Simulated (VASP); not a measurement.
Here is a VASP 6.6.1 calculation.

POSCAR

```
CaI
1.0
    4.1468204634      0.0000000000      0.0000000000
   -2.0734102317      3.5912518662      0.0000000000
    0.0000000000      0.0000000000      4.5762290000
I Ca
1 1
Direct
    0.6666666667      0.3333333333      0.0000000000
    0.0000000000      0.0000000000      0.5000000000
```

The input INCAR.step1:

```
SYSTEM = CaI
  PREC = Accurate
  ENCUT = 400
  EDIFF = 1E-5
  ISMEAR = -1
  SIGMA = 0.05
  LREAL = .FALSE.
  LASPH = .TRUE.
  NELM = 120
  ALGO = Normal
  ISIF = 2
  LWAVE = .TRUE.
  LCHARG = .FALSE.
  NBANDS = 16
  GGA = PE
  GGA_COMPAT = .FALSE.
```

The input INCAR.step2:

```
SYSTEM = CaI
  PREC = Accurate
  ENCUT = 400
  EDIFF = 1E-6
  ISMEAR = -1
  SIGMA = 0.05
  LREAL = .FALSE.
  LASPH = .TRUE.
  NELM = 120
  ALGO = Normal
  ISIF = 2
  LWAVE = .FALSE.
  LCHARG = .FALSE.
  GGA = PE
  LHFCALC = .TRUE.
  AEXX = 0.25
  HFSCREEN = 0.6
  PRECFOCK = Normal
  NBANDS = 16
  ISTART = 1
  GGA_COMPAT = .FALSE.
```

File KPOINTS:

```
Automatic mesh
0
G
  4 4 3
  0 0 0
```

Potentials or basis: VASP PAW PBE potentials, release 64 (I, Ca_sv).

Command:

```console
$ cat potpaw_PBE.64/I/POTCAR potpaw_PBE.64/Ca_sv/POTCAR > POTCAR
$ cp INCAR.step1 INCAR
$ mpirun -np 1 vasp_std > vasp.out
$ cp INCAR.step2 INCAR
$ mpirun -np 1 vasp_std > vasp.out
```

(1) Predict the pressure.

(2) Estimate the band gap on the k mesh.

## Answers

(1) -0.4 GPa.

(2) zero (an odd number of electrons rules out a gap without spin polarisation).

Caveat: the k points lie up to 0.46 Å⁻¹ apart, too coarse for converged energies and pressures of a metal; the PAW data sets were made with another functional, which shifts forces and pressure a little; spin-orbit coupling is left out, which moves the levels of the heavy elements; an odd number of electrons without spin polarisation forces a metal; a magnetic or distorted state may lie lower.
